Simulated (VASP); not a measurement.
# WC (zincblende type) (F-43m) in VASP: notebook, part 2 of 2

VASP 6.6.1. Earlier steps stand in the parts before.

## 3. Single point, PBE

This run uses another cell than the first one, of 7.25 Å³/atom, 0.998 times its volume.

Input file INCAR:

```
SYSTEM = WC
PREC = Accurate
ENCUT = 520
EDIFF = 1E-6
ISMEAR = -1
SIGMA = 0.1
LREAL = .False.
LASPH = .True.
NELM = 80
ALGO = Normal
ISIF = 2
LWAVE = .False.
LCHARG = .False.
GGA = PE
NBANDS = 16
```

Input file KPOINTS:

```
Automatic mesh
0
Gamma
  16 16 16
  0 0 0
```

Input file POSCAR:

```
WC
1.0
    0.0000000000      1.9357137563      1.9357137563
    1.9357137563      0.0000000000      1.9357137563
    1.9357137563      1.9357137563      0.0000000000
W C
1 1
Direct
    0.0000000000      0.0000000000      0.0000000000
    0.2500000000      0.2500000000      0.2500000000
```

Potentials or basis: VASP PAW PBE potentials, release 64 (W_sv, C).

The run is started by

```
cat potpaw_PBE.64/W_sv/POTCAR potpaw_PBE.64/C/POTCAR > POTCAR
mpirun -np 1 vasp_std > vasp.out
```

OUTCAR:

```text
SYSTEM = WC
   PREC = Accurate
   ENCUT = 520
   EDIFF = 1E-6
   ISMEAR = -1
   LREAL = .False.
   LASPH = .True.
   NELM = 80
   ISIF = 2
   GGA = PE

 ion  position               nearest neighbor table
   1  0.000  0.000  0.000-   2 1.68   2 1.68   2 1.68   2 1.68
   2  0.250  0.250  0.250-   1 1.68   1 1.68   1 1.68   1 1.68

  LATTYP: Found a face centered cubic cell.
 ALAT       =     3.8714275126

  Lattice vectors:

 A1 = (   0.0000000000,   1.9357137563,   1.9357137563)
 A2 = (   1.9357137563,   0.0000000000,   1.9357137563)
 A3 = (   1.9357137563,   1.9357137563,   0.0000000000)

Analysis of symmetry for initial positions (statically):
=====================================================================
 Subroutine PRICEL returns:
 Original cell was already a primitive cell.

 Routine SETGRP: Setting up the symmetry group for a
 face centered cubic supercell.

 Subroutine GETGRP returns: Found 24 space group operations
 (whereof 24 operations were pure point group operations)
 out of a pool of 48 trial point group operations.

The static configuration has the point symmetry T_d .
[... 157 lines left out ...]

  energy without entropy =      -10.21808498  energy(sigma->0) =      -10.22574111

 E-fermi :  17.7875     XC(G=0): -15.6419

 val. band max:       17.7807775552   @ k =  -0.1250   0.1250   0.0000
 cond. band min:      17.7889425585   @ k =   0.2500   0.0625   0.0000
 fundamental gap:      0.0081650033
 Fermi energy:        17.7875396280

 k-point     1 :       0.0000    0.0000    0.0000
  band No.  band energies     occupation
      1     -56.5287      2.00000
      2     -20.5755      2.00000
      3     -20.5755      2.00000
      4     -20.5755      2.00000
      5       0.3574      2.00000
      6       7.8158      2.00000
[... 433 lines left out ...]
      3     -20.6533      2.00000
      4     -20.5952      2.00000
      5       0.8503      2.00000
      6       7.6806      2.00000
[... 8 lines left out ...]
     15      37.5307      0.00000
     16      40.0939      0.00000

 [... further k-points ...]

------------------------ aborting loop because EDIFF is reached ----------------------------------------

  FORCE on cell =-STRESS in cart. coord.  units (eV):
  Direction    XX          YY          ZZ          XY          YZ          ZX
  --------------------------------------------------------------------------------------
  -------------------------------------------------------------------------------------
  Total       44.5012590     44.5012590     44.5012590      0.0000000      0.0000000      0.0000000
  in kB     4915.0673738   4915.0673738   4915.0673738      0.0000000      0.0000000      0.0000000
  external PRESSURE =    4915.0673738 kB  Pullay stress =       0.0000000 kB

 VOLUME and BASIS-vectors are now :
 -----------------------------------------------------------------------------
  energy-cutoff  :      520.00
  volume of cell :       14.51
      direct lattice vectors                 reciprocal lattice vectors
     0.000000000  1.935713756  1.935713756    -0.258302654  0.258302654  0.258302654
     1.935713756  0.000000000  1.935713756     0.258302654 -0.258302654  0.258302654
     1.935713756  1.935713756  0.000000000     0.258302654  0.258302654 -0.258302654

 POSITION                                       TOTAL-FORCE (eV/Angst)
 -----------------------------------------------------------------------------------
      0.00000      0.00000      0.00000        -0.000000     -0.000000     -0.000000
      0.96786      0.96786      0.96786         0.000000      0.000000      0.000000
 -----------------------------------------------------------------------------------
    total drift:                               -0.000001     -0.000001     -0.000001

  FREE ENERGIE OF THE ION-ELECTRON SYSTEM (eV)
  ---------------------------------------------------
  free  energy   TOTEN  =       -10.2333972433 eV

  energy  without entropy=      -10.2180849831  energy(sigma->0) =      -10.22574111
```

It took 17 s on 1 thread of AMD EPYC 9R45 (Zen 5), shared host; peak memory 0.12 GiB.

What came out:

* Free energy: -10.2334 eV
* Pressure: 491.5 GPa
* Band gap on the k mesh: zero (band 9 reaches 19.93 eV, above the bottom of band 10 at 17.04 eV)

Caveat: spin-orbit coupling is left out, which moves the levels of the heavy elements.

## 4. Relaxation of cell and atoms, PBE, target pressure 480 GPa, at which the enthalpy is minimised

This run uses another cell than the first one, of 6.99 Å³/atom, 0.961 times its volume.

Input file INCAR:

```
SYSTEM = WC
  ALGO = Normal
  EDIFF = 1E-6
  EDIFFG = -0.005
  ENCUT = 600
  GGA = PE
  IBRION = 2
  ISIF = 3
  ISMEAR = -1
  LASPH = .True.
  LCHARG = .False.
  LREAL = .False.
  LWAVE = .False.
  NELM = 60
  NSW = 60
  PREC = Accurate
  PSTRESS = 4800.0
  SIGMA = 0.1
```

Input file KPOINTS:

```
k-points
0
Gamma
  16 16 16
  0 0 0
```

Input file POSCAR:

```
WC
1.0
    0.0000000000      1.9118030943      1.9118030943
    1.9118030943      0.0000000000      1.9118030943
    1.9118030943      1.9118030943      0.0000000000
W C
1 1
Direct
    0.0000000000      0.0000000000      0.0000000000
    0.2500000000      0.2500000000      0.2500000000
```

The run is started by

```
cat potpaw_PBE.64/W_sv/POTCAR potpaw_PBE.64/C/POTCAR > POTCAR
mpirun -np 1 vasp_std > vasp.out
```

Wall time 2.1 min (1 thread of AMD EPYC 9R45 (Zen 5), shared host); peak memory 0.15 GiB.

The run converged. Its results:

```
Free energy                                            : -10.5184 eV
Relaxed volume                                         : 7.30 Å³/atom
Relaxed cell                                           : a = 2.743 Å, b = 2.743 Å, c = 2.743 Å, α = 60.00°, β = 60.00°, γ = 60.00°
Space group after relaxing (to 0.05 Å)                 : F-43m (No. 216)
Energy change on relaxing (the enthalpy is what falls) : -1012.2 meV/atom
Ionic steps                                            : 16
Pressure after relaxing                                : 479.9 GPa
Band gap on the k mesh                                 : zero (band 9 reaches 19.79 eV, above the bottom of band 10 at 16.93 eV)
```

The path:
| step | energy change (eV) | largest force (eV/Å) | pressure (GPa) | volume (Å³) |
| --- | --- | --- | --- | --- |
| 1 | 0.0000 | 0.0000 | 561.77 | 13.98 |
| 2 | -12.1098 | 0.0000 | 50.97 | 22.50 |
| 3 | -2.5762 | 0.0000 | 457.79 | 14.79 |
| 4 | -2.0379 | 0.0000 | 479.36 | 14.60 |
| 5 | -1.9997 | 0.0000 | 480.88 | 14.59 |
| 6 | -2.0020 | 0.0000 | 480.92 | 14.59 |
| 7 | -2.0091 | 0.0000 | 480.63 | 14.59 |
| 8 | -2.0092 | 0.0000 | 480.59 | 14.59 |
| 9 | -2.0093 | 0.0000 | 480.58 | 14.59 |
| 10 | -2.0097 | 0.0000 | 480.57 | 14.59 |
| 11 | -2.0104 | 0.0000 | 480.55 | 14.59 |
| 12 | -2.0119 | 0.0000 | 480.51 | 14.60 |
| 13 | -2.0147 | 0.0000 | 480.43 | 14.60 |
| 14 | -2.0205 | 0.0000 | 480.16 | 14.60 |
| 15 | -2.0320 | 0.0000 | 479.69 | 14.60 |
| 16 | -2.0244 | 0.0000 | 479.93 | 14.60 |

Final structure:
```
W C
1.0
     0.00000    1.93985    1.93985
     1.93985    0.00000    1.93985
     1.93985    1.93985    0.00000
W C
1 1
Direct
  0.00000 0.00000 0.00000
  0.25000 0.25000 0.25000
```

Levels at points of the mesh, in eV from the Fermi level:
```csv
k point,band 6,band 7,band 8,band 9,band 10,band 11,band 12,band 13
"(0.00, 0.00, 0.00)",-9.91,-9.91,-9.91,-0.05,-0.05,4.31,10.26,10.26
"(0.50, 0.00, 0.00)",-8.64,-8.64,-5.85,2.13,2.13,2.93,7.00,8.30
"(0.50, 0.50, 0.00)",-12.71,-2.85,-2.85,-1.91,3.77,5.17,5.49,5.49
```

Caveat: the cell is relaxed towards a set pressure, so the enthalpy falls and the energy may rise; spin-orbit coupling is left out, which moves the levels of the heavy elements.

## 5. Summary

| task | cell | cutoff (eV) | gap on the mesh (eV) | pressure (GPa) |
| --- | --- | --- | --- | --- |
| single point | a = 2.740 Å, angles 60.0°, 2 atoms | 520 | none | 487.4 |
| single point | a = 2.738 Å, angles 60.0°, 2 atoms | 520 | none | 491.5 |
| relaxation of cell and atoms | relaxed to 480 GPa from a = 2.704 Å, angles 60.0°, 2 atoms | 600 | none | 479.9 |

Alike in all rows: level PBE; potentials or basis VASP PAW PBE potentials, release 64 (W_sv, C); no spin polarisation; k mesh 16 × 16 × 16; smearing fermi-dirac 0.1 eV.

Caveats: spin-orbit coupling is left out, which moves the levels of the heavy elements; the cell is relaxed towards a set pressure, so the enthalpy falls and the energy may rise (some runs).

Absolute energies hang on the potentials; compare differences alone.
